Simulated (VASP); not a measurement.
# Cd (P6_3/mmc) in VASP: a series of runs

Cd is run at these levels: LDA; tasks: single point, relaxation of cell and atoms.

All numbers are computed with VASP 6.6.1; they aren't measurements. Logs are shortened: lines on timing, memory, paths and dates and some standing lists are left out, and cuts for length are marked.

## Step 1: The cell of the first run

Symmetry: P6_3/mmc, No. 194, hexagonal system. The conventional cell has a = 3.010 Å, b = 3.010 Å, c = 4.994 Å, α = 90.00°, β = 90.00°, γ = 120.00°. Within 4.0 Å of Cd (site symmetry -6m2) lie 12 Cd at 3.01 to 3.04 Å.

## Step 2: Single point, LDA

INCAR

```
PREC = Accurate ; ENCUT = 520
EDIFF = 1E-7 ; ISMEAR = 0
SIGMA = 0.02 ; LREAL = False
LASPH = True ; NELM = 100
ALGO = Normal ; ISIF = 2
LWAVE = False ; LCHARG = False
GGA = CA ; NBANDS = 19
```

KPOINTS

```
Automatic mesh
0
Gamma
  8 8 4
```

POSCAR

```
Cd
1.0
    3.0104777887      0.0000000000      0.0000000000
   -1.5052388944      2.6071502425      0.0000000000
    0.0000000000      0.0000000000      4.9935568864
Cd
2
Direct
    0.3333333333      0.6666666667      0.2500000000
    0.6666666667      0.3333333333      0.7500000000
```

Potentials or basis: VASP PAW LDA potentials, release 64 (Cd).

Run with:

```
$ cat potpaw_LDA.64/Cd/POTCAR > POTCAR
$ mpirun -np 1 vasp_std > vasp.out
```

OUTCAR:

```text
PREC = Accurate
   ENCUT = 520
   EDIFF = 1E-7
   ISMEAR = 0
   LREAL = False
   LASPH = True
   NELM = 100
   ISIF = 2
   GGA = CA

 ion  position               nearest neighbor table
   1  0.333  0.667  0.250-   2 3.04   2 3.04   2 3.04   2 3.04   2 3.04   2 3.04
   2  0.667  0.333  0.750-   1 3.04   1 3.04   1 3.04   1 3.04   1 3.04   1 3.04

  LATTYP: Found a hexagonal cell.
 ALAT       =     3.0104777887
 C/A-ratio  =     1.6587257030

  Lattice vectors:

 A1 = (   3.0104777887,   0.0000000000,   0.0000000000)
 A2 = (  -1.5052388944,   2.6071502425,   0.0000000000)
 A3 = (   0.0000000000,   0.0000000000,   4.9935568864)

Analysis of symmetry for initial positions (statically):
=====================================================================
 Subroutine PRICEL returns:
 Original cell was already a primitive cell.

 Routine SETGRP: Setting up the symmetry group for a
 hexagonal supercell.

 Subroutine GETGRP returns: Found 24 space group operations
 (whereof 12 operations were pure point group operations)
 out of a pool of 24 trial point group operations.

The static configuration has the point symmetry D_3d.
 The point group associated with its full space group is D_6h.

Analysis of symmetry for dynamics (positions and initial velocities):
=====================================================================
 Subroutine PRICEL returns:
 Original cell was already a primitive cell.

 Routine SETGRP: Setting up the symmetry group for a
 hexagonal supercell.

 Subroutine GETGRP returns: Found 24 space group operations
 (whereof 12 operations were pure point group operations)
 out of a pool of 24 trial point group operations.

The dynamic configuration has the point symmetry D_3d.
 The point group associated with its full space group is D_6h.

 Subroutine INISYM returns: Found 24 space group operations
 (whereof 12 operations are pure point group operations),
 and found     1 'primitive' translations

----------------------------------------------------------------------------------------

                                     Primitive cell

  volume of cell :      39.1933

  direct lattice vectors                    reciprocal lattice vectors
     3.010477789  0.000000000  0.000000000     0.332173187  0.191780279  0.000000000
    -1.505238894  2.607150242  0.000000000     0.000000000  0.383560557  0.000000000
     0.000000000  0.000000000  4.993556886     0.000000000  0.000000000  0.200258057

  length of vectors
     3.010477789  3.010477789  4.993556886     0.383560557  0.383560557  0.200258057

  position of ions in fractional coordinates (direct lattice)
     0.333333333  0.666666667  0.250000000
     0.666666667  0.333333333  0.750000000

  ion indices of the primitive-cell ions
   primitive index   ion index
                 1           1
                 2           2

----------------------------------------------------------------------------------------

 KPOINTS: Automatic mesh

Automatic generation of k-mesh.
 Grid dimensions read from file:
 generate k-points for:    8    8    4

 Generating k-lattice:

  Cartesian coordinates                     Fractional coordinates (reciprocal lattice)
     0.041521648  0.023972535  0.000000000     0.125000000  0.000000000  0.000000000
     0.000000000  0.047945070  0.000000000     0.000000000  0.125000000  0.000000000
     0.000000000  0.000000000  0.050064514     0.000000000  0.000000000  0.250000000

  Length of vectors
     0.047945070  0.047945070  0.050064514

  Shift w.r.t. Gamma in fractional coordinates (k-lattice)
     0.000000000  0.000000000  0.000000000

 Subroutine IBZKPT returns following result:
 ===========================================

 Found     30 irreducible k-points:

 Following reciprocal coordinates:
            Coordinates               Weight
  0.000000  0.000000  0.000000      1.000000
  0.125000 -0.000000  0.000000      6.000000
  0.250000 -0.000000  0.000000      6.000000
  0.375000 -0.000000  0.000000      6.000000
  0.500000 -0.000000  0.000000      3.000000
  0.125000  0.125000  0.000000      6.000000
[... 16 lines left out ...]
  0.250000 -0.000000  0.500000      6.000000
  0.375000 -0.000000  0.500000      6.000000
 [... further k-points ...]
   k-points           NKPTS =     30   k-points in BZ     NKDIM =     30   number of bands    NBANDS=     19
   number of dos      NEDOS =    301   number of ions     NIONS =      2
   total plane-waves  NPLWV =  23040
   dimension x,y,z NGX =    24 NGY =   24 NGZ =   40
   dimension x,y,z NGXF=    48 NGYF=   48 NGZF=   80
   ions per type =               2
   NGX,Y,Z   is equivalent  to a cutoff of  13.25, 13.25, 13.32 a.u.
   NGXF,Y,Z  is equivalent  to a cutoff of  26.51, 26.51, 26.63 a.u.
 SYSTEM =  unknown system
   PREC   = accura    normal or accurate (medium, high low for compatibility)
   ISTART =      0    job   : 0-new  1-cont  2-samecut
   ICHARG =      2    charge: 1-file 2-atom 10-const
   ISPIN  =      1    spin polarized calculation?
   LNONCOLLINEAR =      F non collinear calculations
   LSORBIT =      F    spin-orbit coupling
   LASPH  =      T    aspherical Exc in radial PAW
   ENCUT  =  520.0 eV  38.22 Ry    6.18 a.u.   5.60  5.60  9.28*2*pi/ulx,y,z
   NELM   =    100;   NELMIN=  2; NELMDL= -5     # of ELM steps
   EDIFF  = 0.1E-06   stopping-criterion for ELM
   LREAL  =      F    real-space projection
   EDIFFG = 0.1E-05   stopping-criterion for IOM
   NSW    =      0    number of steps for IOM
   IBRION =     -1    ionic relax: 0-MD 1-quasi-New 2-CG
   NFREE  =      0    steps in history (QN), initial steepest desc. (CG)
   ISIF   =      2    stress and relaxation
   ISYM   =      2    0-nonsym 1-usesym 2-fastsym
   POTIM  = 0.5000    time-step for ionic-motion
   TEBEG  =    0.0;   TEEND  =   0.0 temperature during run
   PSTRESS=    0.0 pullay stress
   NELECT =      24.0000    total number of electrons
   NUPDOWN=      -1.0000    fix difference up-down
   EMIN   =  10.00;   EMAX   =-10.00  energy-range for DOS
   EFERMI =   0.00;   METHOD = LEGACY
   ISMEAR =     0;   SIGMA  =   0.02  broadening in eV -4-tet -1-fermi 0-gaus
   EFERMI_NEDOS =   21; number of points for ismear=-14 and -15
   IALGO  =     38    algorithm
   IMIX   =      4    mixing-type and parameters
     AMIX     =   0.40;   BMIX     =  1.00
     AMIX_MAG =   1.60;   BMIX_MAG =  1.00
  volume/ion in A,a.u.               =      19.60       132.24
  Fermi-wavevector in a.u.,A,eV,Ry     =   1.390192  2.627082 26.295075  1.932633
  Thomas-Fermi vector in A             =   2.514150
   LORBIT       =      0    0 simple, 1 ext, 2 COOP (PROOUT), +10 PAW based schemes
   GGA     = CA    functional components
   LHFCALC =     F    Hartree Fock is set to
   AEXX    =    0.0000 exact exchange contribution
   IVDW    =     0    specifies the selected vdW correction
   LEPSILON=     F    determine dielectric tensor
   LRPA    =     F    only Hartree local field effects (RPA)
 non-spin polarized calculation
 Gauss-broadening in eV      SIGMA  =   0.02
  energy-cutoff  :      520.00
  volume of cell :       39.19
 maximum number of plane-waves:      1099
 NGX is ok and might be reduce to    24
   NGX = 11   NGY = 11   NGZ = 19

 number of electron      24.0000001 magnetization

 Free energy of the ion-electron system (eV)
  ---------------------------------------------------
  ext. energy  EPLUGINS =         0.00000000
  ---------------------------------------------------
  free energy    TOTEN  =        -3.05090149 eV

  energy without entropy =       -3.05073586  energy(sigma->0) =       -3.05081867

 E-fermi :   3.3971     XC(G=0): -11.9109

 val. band max:        3.3834021768   @ k =   0.5000  -0.0000   0.5000
 cond. band min:       3.8389596511   @ k =   0.2500   0.1250   0.0000
 fundamental gap:      0.4555574743
 Fermi energy:         3.3970835839

 k-point     1 :       0.0000    0.0000    0.0000
  band No.  band energies     occupation
      1      -6.6852      2.00000
      2      -6.2401      2.00000
      3      -6.0345      2.00000
      4      -5.9314      2.00000
      5      -5.9314      2.00000
      6      -5.8167      2.00000
[... 11 lines left out ...]
     18      18.9362      0.00000
     19      19.1535      0.00000

 k-point     2 :       0.1250   -0.0000    0.0000
  band No.  band energies     occupation
      1      -6.5610      2.00000
      2      -6.1121      2.00000
      3      -5.9745      2.00000
      4      -5.8563      2.00000
      5      -5.7928      2.00000
      6      -5.6950      2.00000
[... 11 lines left out ...]
     18      19.0462      0.00000
     19      19.2400      0.00000

 k-point     3 :       0.2500   -0.0000    0.0000
  band No.  band energies     occupation
      1      -6.5368      2.00000
      2      -6.2003      2.00000
      3      -6.0393      2.00000
      4      -5.9210      2.00000
      5      -5.7831      2.00000
      6      -5.6363      2.00000
[... 11 lines left out ...]
     18      16.0636      0.00000
     19      18.5605      0.00000

 k-point     4 :       0.3750   -0.0000    0.0000
  band No.  band energies     occupation
      1      -6.7201      2.00000
      2      -6.3946      2.00000
      3      -6.3737      2.00000
      4      -5.9039      2.00000
      5      -5.7051      2.00000
      6      -5.6673      2.00000
[... 11 lines left out ...]
     18      15.7356      0.00000
     19      17.3413      0.00000

 k-point     5 :       0.5000   -0.0000    0.0000
  band No.  band energies     occupation
      1      -6.8047      2.00000
      2      -6.5311      2.00000
      3      -6.4509      2.00000
      4      -5.9508      2.00000
      5      -5.7245      2.00000
      6      -5.6223      2.00000
[... 11 lines left out ...]
     18      15.6358      0.00000
     19      16.8727      0.00000
[... 334 lines left out ...]
      2      -6.3847      2.00000
      3      -5.9616      2.00000
      4      -5.9616      2.00000
      5      -5.9616      2.00000
      6      -5.9616      2.00000
[... 11 lines left out ...]
     18      18.3206      0.00000
     19      18.3206      0.00000

 k-point    22 :       0.1250   -0.0000    0.5000
  band No.  band energies     occupation
      1      -6.2609      2.00000
      2      -6.2609      2.00000
      3      -6.0247      2.00000
      4      -6.0247      2.00000
      5      -5.8433      2.00000
      6      -5.8433      2.00000
[... 11 lines left out ...]
     18      16.9022      0.00000
     19      17.4155      0.00000

 k-point    23 :       0.2500   -0.0000    0.5000
  band No.  band energies     occupation
      1      -6.3440      2.00000
      2      -6.3440      2.00000
      3      -6.1332      2.00000
      4      -6.1332      2.00000
      5      -5.5905      2.00000
      6      -5.5905      2.00000
[... 11 lines left out ...]
     18      14.9223      0.00000
     19      16.7409      0.00000

 k-point    24 :       0.3750   -0.0000    0.5000
  band No.  band energies     occupation
      1      -6.5498      2.00000
      2      -6.5498      2.00000
      3      -6.3480      2.00000
      4      -6.3480      2.00000
      5      -5.4856      2.00000
      6      -5.4856      2.00000
[... 11 lines left out ...]
     18      13.4855      0.00000
     19      16.2346      0.00000

 [... further k-points ...]
[... 5 lines left out ...]
  --------------------------------------------------------------------------------------
  -------------------------------------------------------------------------------------
  Total        0.1746239      0.1746239      0.1718360     -0.0000000     -0.0000000      0.0000000
  in kB        7.1384328      7.1384328      7.0244652     -0.0000000     -0.0000000      0.0000000
  external PRESSURE =       7.1004436 kB  Pullay stress =       0.0000000 kB

 VOLUME and BASIS-vectors are now :
 -----------------------------------------------------------------------------
  energy-cutoff  :      520.00
  volume of cell :       39.19
      direct lattice vectors                 reciprocal lattice vectors
     3.010477789  0.000000000  0.000000000     0.332173187  0.191780279  0.000000000
    -1.505238894  2.607150242  0.000000000     0.000000000  0.383560557  0.000000000
     0.000000000  0.000000000  4.993556886     0.000000000  0.000000000  0.200258057

 POSITION                                       TOTAL-FORCE (eV/Angst)
 -----------------------------------------------------------------------------------
     -0.00000      1.73810      1.24839         0.000000     -0.000000      0.000000
      1.50524      0.86905      3.74517        -0.000000      0.000000      0.000000
 -----------------------------------------------------------------------------------
    total drift:                               -0.000000      0.000000      0.000000

  FREE ENERGIE OF THE ION-ELECTRON SYSTEM (eV)
  ---------------------------------------------------
  free  energy   TOTEN  =        -3.0509014859 eV

  energy  without entropy=       -3.0507358566  energy(sigma->0) =       -3.05081867
```

Run time: 15 s. Hardware: 1 thread of Intel Xeon 8259CL, shared host; peak memory 0.15 GiB.

Results:

```yaml
Free_energy: -3.0509 eV
Pressure: 0.7 GPa
Band_gap_on_the_k_mesh: zero (band 12 reaches 5.09 eV, above the bottom of band 13 at 2.04 eV)
```

[end of part 1 of 2]
